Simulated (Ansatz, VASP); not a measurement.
**InSb: VASP beside Ansatz**

```xyz
2
Lattice="0.0000 3.2599 3.2599 3.2599 0.0000 3.2599 3.2599 3.2599 0.0000" Properties=species:S:1:pos:R:3 pbc="T T T"
In    0.0000    0.0000    0.0000
Sb    1.6300    1.6300    1.6300
```

Alike in both runs: functional PBEsol; k mesh 12 × 12 × 12; occupations gaussian, width 0.1 eV; no spin polarisation.

Ansatz relaxed the structure, and its values are those at the end. VASP's run is a single point on that final structure, the one shown.

|  | VASP | Ansatz |
| --- | --- | --- |
| version | VASP 6.6.1 | Ansatz 0.2.0 |
| potentials or method | VASP PAW PBE potentials, release 64 (In_d, Sb), cutoff 520 eV | scalar-relativistic, plane waves, PAW |
| valence electrons in the cell | 18 | 28 |

```tsv
	VASP	Ansatz	Ansatz less VASP
gap on the k mesh at the Fermi level (eV)	none	none	-
pressure (GPa)	0.0	0.0	-0.02
```

VASP's potentials were made for PBE, not for PBEsol. A gap of «none» marks a metal or a gap that the smearing closes. VASP's potentials hold 18 valence electrons a cell and Ansatz's 28, so a difference there can come from the potentials and not from the codes.

Neither program's run includes spin-orbit coupling.
